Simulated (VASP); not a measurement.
# MgS (Fm-3m) in VASP: notebook

The runs below take MgS through single point, relaxation of cell and atoms, with PBEsol.

Everything below comes from runs of VASP 6.6.1. Logs are shortened: lines on timing, memory, paths and dates and some standing lists are left out, and cuts for length are marked.

## Step 1: The cell of the first run

The structure is cubic, space group Fm-3m (No. 225). The conventional cell has a = 5.182 Å, b = 5.182 Å, c = 5.182 Å, α = 90.00°, β = 90.00°, γ = 90.00°. Within 3.4 Å of Mg (site symmetry m-3m) lie 6 S at 2.59 Å. S (site symmetry m-3m) has 6 Mg at 2.59 Å within 3.4 Å.

## Step 2: Single point, PBEsol

Contents of INCAR:

```
SYSTEM = MgS
  ALGO = Normal
  EDIFF = 1E-6
  ENCUT = 600
  GGA = PS
  GGA_COMPAT = .FALSE.
  ISIF = 2
  ISMEAR = 0
  LASPH = .TRUE.
  LCHARG = .FALSE.
  LREAL = .FALSE.
  LWAVE = .FALSE.
  NBANDS = 11
  NELM = 120
  PREC = Accurate
  SIGMA = 0.02
```

Contents of KPOINTS:

```
k-points
0
G
  10 10 10
  0 0 0
```

Contents of POSCAR:

```
MgS
1.0
    0.0000000000      2.5909722877      2.5909722877
    2.5909722877      0.0000000000      2.5909722877
    2.5909722877      2.5909722877      0.0000000000
Mg S
1 1
Direct
    0.0000000000      0.0000000000      0.0000000000
    0.5000000000      0.5000000000      0.5000000000
```

Potentials or basis: VASP PAW PBE potentials, release 64 (Mg, S).

Command:

```
$ cat potpaw_PBE.64/Mg/POTCAR potpaw_PBE.64/S/POTCAR > POTCAR
$ mpirun -np 1 vasp_std > vasp.out
```

OUTCAR:

```text
SYSTEM = MgS
   EDIFF = 1E-6
   ENCUT = 600
   GGA = PS
   ISIF = 2
   ISMEAR = 0
   LASPH = .TRUE.
   LREAL = .FALSE.
   NELM = 120
   PREC = Accurate

 ion  position               nearest neighbor table
   1  0.000  0.000  0.000-   2 2.59   2 2.59   2 2.59   2 2.59   2 2.59   2 2.59
   2  0.500  0.500  0.500-   1 2.59   1 2.59   1 2.59   1 2.59   1 2.59   1 2.59

  LATTYP: Found a face centered cubic cell.
 ALAT       =     5.1819445754

  Lattice vectors:

 A1 = (   0.0000000000,   2.5909722877,   2.5909722877)
 A2 = (   2.5909722877,   0.0000000000,   2.5909722877)
 A3 = (   2.5909722877,   2.5909722877,   0.0000000000)

Analysis of symmetry for initial positions (statically):
=====================================================================
 Subroutine PRICEL returns:
 Original cell was already a primitive cell.

 Routine SETGRP: Setting up the symmetry group for a
 face centered cubic supercell.

 Subroutine GETGRP returns: Found 48 space group operations
 (whereof 48 operations were pure point group operations)
 out of a pool of 48 trial point group operations.

The static configuration has the point symmetry O_h .

Analysis of symmetry for dynamics (positions and initial velocities):
=====================================================================
 Subroutine PRICEL returns:
 Original cell was already a primitive cell.

 Routine SETGRP: Setting up the symmetry group for a
 face centered cubic supercell.

 Subroutine GETGRP returns: Found 48 space group operations
 (whereof 48 operations were pure point group operations)
 out of a pool of 48 trial point group operations.

The dynamic configuration has the point symmetry O_h .

 Subroutine INISYM returns: Found 48 space group operations
 (whereof 48 operations are pure point group operations),
 and found     1 'primitive' translations

----------------------------------------------------------------------------------------

                                     Primitive cell

  volume of cell :      34.7871

  direct lattice vectors                    reciprocal lattice vectors
     0.000000000  2.590972288  2.590972288    -0.192977749  0.192977749  0.192977749
     2.590972288  0.000000000  2.590972288     0.192977749 -0.192977749  0.192977749
     2.590972288  2.590972288  0.000000000     0.192977749  0.192977749 -0.192977749

  length of vectors
     3.664188149  3.664188149  3.664188149     0.334247266  0.334247266  0.334247266

[... 88 lines left out ...]
   POTIM  = 0.5000    time-step for ionic-motion
   TEBEG  =    0.0;   TEEND  =   0.0 temperature during run
   PSTRESS=    0.0 pullay stress
   NELECT =       8.0000    total number of electrons
   NUPDOWN=      -1.0000    fix difference up-down
   EMIN   =  10.00;   EMAX   =-10.00  energy-range for DOS
   EFERMI =   0.00;   METHOD = LEGACY
   ISMEAR =     0;   SIGMA  =   0.02  broadening in eV -4-tet -1-fermi 0-gaus
   EFERMI_NEDOS =   21; number of points for ismear=-14 and -15
   IALGO  =     38    algorithm
   IMIX   =      4    mixing-type and parameters
     AMIX     =   0.40;   BMIX     =  1.00
     AMIX_MAG =   1.60;   BMIX_MAG =  1.00
  volume/ion in A,a.u.               =      17.39       117.38
  Fermi-wavevector in a.u.,A,eV,Ry     =   1.002995  1.895386 13.687444  1.005999
  Thomas-Fermi vector in A             =   2.135518
   LORBIT       =      0    0 simple, 1 ext, 2 COOP (PROOUT), +10 PAW based schemes
   GGA     = PS    functional components
   LHFCALC =     F    Hartree Fock is set to
   AEXX    =    0.0000 exact exchange contribution
   IVDW    =     0    specifies the selected vdW correction
   LEPSILON=     F    determine dielectric tensor
   LRPA    =     F    only Hartree local field effects (RPA)
 non-spin polarized calculation
 Gauss-broadening in eV      SIGMA  =   0.02
  energy-cutoff  :      600.00
  volume of cell :       34.79
 maximum number of plane-waves:      1211
 NGX is ok and might be reduce to    30
   NGX = 15   NGY = 15   NGZ = 15

 number of electron       8.0000000 magnetization

 Free energy of the ion-electron system (eV)
  ---------------------------------------------------
  ext. energy  EPLUGINS =         0.00000000
  ---------------------------------------------------
  free energy    TOTEN  =        -9.07574127 eV

  energy without entropy =       -9.07574127  energy(sigma->0) =       -9.07574127

 E-fermi :   3.9483     XC(G=0):  -9.8878

 val. band max:        3.7860601158   @ k =   0.0000   0.0000   0.0000
 cond. band min:       6.5157249816   @ k =   0.5000   0.5000   0.0000
 fundamental gap:      2.7296648657
 Fermi energy:         3.9483343329

 k-point     1 :       0.0000    0.0000    0.0000
  band No.  band energies     occupation
      1      -8.9684      2.00000
      2       3.7861      2.00000
      3       3.7861      2.00000
      4       3.7861      2.00000
      5       7.4762      0.00000
      6      11.6319      0.00000
      7      11.6319      0.00000
      8      11.6319      0.00000
      9      14.1106      0.00000
     10      14.1106      0.00000
     11      16.1114      0.00000
[... 309 lines left out ...]
 k-point    24 :       0.4000    0.3000    0.0000
  band No.  band energies     occupation
      1      -7.6377      2.00000
      2       0.0880      2.00000
      3       2.0920      2.00000
      4       2.3773      2.00000
      5       7.6841      0.00000
      6       8.8554      0.00000
      7      13.2565      0.00000
      8      14.2897      0.00000
      9      15.8798      0.00000
     10      17.0702      0.00000
     11      20.4562      0.00000

 [... further k-points ...]

------------------------ aborting loop because EDIFF is reached ----------------------------------------

  FORCE on cell =-STRESS in cart. coord.  units (eV):
  Direction    XX          YY          ZZ          XY          YZ          ZX
  --------------------------------------------------------------------------------------
  -------------------------------------------------------------------------------------
  Total       -0.0413885     -0.0413885     -0.0413885      0.0000000     -0.0000000      0.0000000
  in kB       -1.9062172     -1.9062172     -1.9062172      0.0000000     -0.0000000      0.0000000
  external PRESSURE =      -1.9062172 kB  Pullay stress =       0.0000000 kB

 VOLUME and BASIS-vectors are now :
 -----------------------------------------------------------------------------
  energy-cutoff  :      600.00
  volume of cell :       34.79
      direct lattice vectors                 reciprocal lattice vectors
     0.000000000  2.590972288  2.590972288    -0.192977749  0.192977749  0.192977749
     2.590972288  0.000000000  2.590972288     0.192977749 -0.192977749  0.192977749
     2.590972288  2.590972288  0.000000000     0.192977749  0.192977749 -0.192977749

 POSITION                                       TOTAL-FORCE (eV/Angst)
 -----------------------------------------------------------------------------------
      0.00000      0.00000      0.00000         0.000000     -0.000000      0.000000
      2.59097      2.59097      2.59097        -0.000000      0.000000     -0.000000
 -----------------------------------------------------------------------------------
    total drift:                               -0.000000     -0.000000      0.000000

  FREE ENERGIE OF THE ION-ELECTRON SYSTEM (eV)
  ---------------------------------------------------
  free  energy   TOTEN  =        -9.0757412666 eV

  energy  without entropy=       -9.0757412666  energy(sigma->0) =       -9.07574127
```

stdout:

```text
POSCAR found type information on POSCAR MgS
 POSCAR found :  2 types and       2 ions
 scaLAPACK will be used
 -----------------------------------------------------------------------------
|                                                                             |
|                                                                             |
|     You enforced a specific xc type in the INCAR file but a different       |
|     I HOPE YOU KNOW WHAT YOU ARE DOING!                                     |
|                                                                             |
 -----------------------------------------------------------------------------

 LDA part: xc-table for (Slater+PW92), standard interpolation
 POSCAR, INCAR and KPOINTS ok, starting setup
 FFT: planning ... GRIDC
 FFT: planning ... GRID_SOFT
 FFT: planning ... GRID
 WAVECAR not read
 entering main loop
```

Wall time 39 s (1 thread of Intel Xeon 8259CL, shared host); peak memory 0.18 GiB.

What came out:

```
Free energy            : -9.0757 eV
Pressure               : -0.2 GPa
Band gap on the k mesh : 2.73 eV (least direct gap 3.69 eV)
```

Caveat: the PAW data sets were made with another functional, which shifts forces and pressure a little. A k mesh can miss the band edges.

## Step 3: Single point, PBEsol

Contents of INCAR:

```
ALGO = Normal
EDIFF = 1E-6
ENCUT = 600
GGA = PS
GGA_COMPAT = F
ISIF = 2
ISMEAR = 0
LASPH = T
LCHARG = F
LREAL = F
LWAVE = F
NBANDS = 11
NELM = 120
PREC = Accurate
SIGMA = 0.01
```

Contents of KPOINTS:

```
k-points
0
Gamma
  10 10 10
```

POSCAR is that of step 2.

Potentials or basis: VASP PAW PBE potentials, release 64 (Mg, S).

Command:

```
$ cat potpaw_PBE.64/Mg/POTCAR potpaw_PBE.64/S/POTCAR > POTCAR
$ mpirun -np 1 vasp_std > vasp.out
```

Run time: 39 s. Hardware: 1 thread of Intel Xeon 8259CL, shared host; peak memory 0.18 GiB.

Results (log left out):

| Item | Value |
| --- | --- |
| Free energy | -9.0757 eV |
| Pressure | -0.2 GPa |
| Band gap on the k mesh | 2.73 eV (least direct gap 3.69 eV) |

Levels at points of the mesh, in eV from the valence-band top:
| k point | band 2 | band 3 | band 4 | band 5 | band 6 | band 7 |
| --- | --- | --- | --- | --- | --- | --- |
| (0.00, 0.00, 0.00) | 0.00 | 0.00 | 0.00 | 3.69 | 7.85 | 7.85 |
| (0.50, 0.00, 0.00) | -4.96 | -0.61 | -0.61 | 4.42 | 6.84 | 6.84 |
| (0.50, 0.50, 0.00) | -4.33 | -1.74 | -1.74 | 2.73 | 4.21 | 11.99 |

Caveat: the PAW data sets were made with another functional, which shifts forces and pressure a little.

## Step 4: Relaxation of cell and atoms, PBEsol

This run uses another cell than the first one, of 17.58 Å³/atom.

Contents of INCAR:

```
SYSTEM = MgS
PREC     = Accurate       ! precision mode
ENCUT    = 600            ! plane-wave cutoff, eV
EDIFF    = 1E-7           ! SCF threshold, eV
ISMEAR   = 0              ! smearing method
SIGMA    = 0.02           ! smearing width, eV
LREAL    = .False.        ! projectors in reciprocal space
LASPH    = .True.         ! aspherical terms in the spheres
NELM     = 120            ! most SCF steps
ALGO     = Normal         ! electronic algorithm
ISIF     = 3              ! what is computed and relaxed
LWAVE    = .False.        ! write WAVECAR
LCHARG   = .False.        ! write CHGCAR
GGA      = PS             ! functional
IBRION   = 2              ! ionic algorithm
NSW      = 100            ! ionic steps
EDIFFG   = -0.002         ! ionic threshold
GGA_COMPAT= .False.      
NELMIN   = 4
```

Contents of KPOINTS:

```
Automatic mesh
0
Gamma
  10 10 10
  0 0 0
```

Contents of POSCAR:

```
MgS
1.0
    0.0000000000      2.6000000000      2.6000000000
    2.6000000000      0.0000000000      2.6000000000
    2.6000000000      2.6000000000      0.0000000000
Mg S
1 1
Direct
    0.0000000000      0.0000000000      0.0000000000
    0.5000000000      0.5000000000      0.5000000000
```

Command:

```
$ cat potpaw_PBE.64/Mg/POTCAR potpaw_PBE.64/S/POTCAR > POTCAR
$ mpirun -np 1 vasp_std > vasp.out
```

It took 73 s on 1 thread of Intel Xeon 8259CL, shared host; peak memory 0.18 GiB.

The run converged. Its results:

```yaml
Free_energy: -9.0758 eV
Relaxed_volume: 17.36 Å³/atom
Relaxed_cell: a = 3.662 Å, b = 3.662 Å, c = 3.662 Å, α = 60.00°, β = 60.00°, γ = 60.00°
Space_group_after_relaxing_to_0.1_Å: Fm-3m (No. 225)
Energy_gained_by_relaxing: 0.7 meV/atom
Ionic_steps: 3
Pressure_after_relaxing: 0.0 GPa
Band_gap_on_the_k_mesh: 2.73 eV (least direct gap 3.71 eV)
```

Step by step:
| step | energy change (eV) | largest force (eV/Å) | pressure (GPa) | volume (Å³) |
| --- | --- | --- | --- | --- |
| 1 | 0.0000 | 0.0000 | -0.97 | 35.15 |
| 2 | -0.0013 | 0.0000 | 0.23 | 34.61 |
| 3 | -0.0014 | 0.0000 | 0.00 | 34.71 |

Final structure:
```
Mg S
1.0
     0.00000    2.58908    2.58908
     2.58908    0.00000    2.58908
     2.58908    2.58908    0.00000
Mg S
1 1
Direct
  0.00000 0.00000 0.00000
  0.50000 0.50000 0.50000
```

Levels at points of the mesh, in eV from the valence-band top:
| k point | band 1 | band 2 | band 3 | band 4 | band 5 | band 6 | band 7 | band 8 |
| --- | --- | --- | --- | --- | --- | --- | --- | --- |
| (0.00, 0.00, 0.00) | -12.77 | 0.00 | 0.00 | 0.00 | 3.71 | 7.84 | 7.84 | 7.84 |
| (0.50, 0.00, 0.00) | -11.40 | -4.97 | -0.62 | -0.62 | 4.42 | 6.84 | 6.84 | 10.22 |
| (0.50, 0.50, 0.00) | -11.01 | -4.34 | -1.74 | -1.74 | 2.73 | 4.20 | 12.01 | 12.86 |

Caveat: the PAW data sets were made with another functional, which shifts forces and pressure a little.

## Step 5: Overview

```csv
task,cell,smearing,gap on the mesh (eV),pressure (GPa)
single point,"a = 3.664 Å, angles 60.0°, 2 atoms",gaussian 0.02 eV,2.73,-0.2
single point,"a = 3.664 Å, angles 60.0°, 2 atoms",gaussian 0.01 eV,2.73,-0.2
relaxation of cell and atoms,"relaxed from a = 3.677 Å, angles 60.0°, 2 atoms",gaussian 0.02 eV,2.73,0.0
```

Alike in all rows: level PBEsol; potentials or basis VASP PAW PBE potentials, release 64 (Mg, S); no spin polarisation; k mesh 10 × 10 × 10; cutoff (eV) 600.

Caveats: the PAW data sets were made with another functional, which shifts forces and pressure a little.

Total energies depend on the potentials used, so only differences within one code and one set of settings carry meaning.
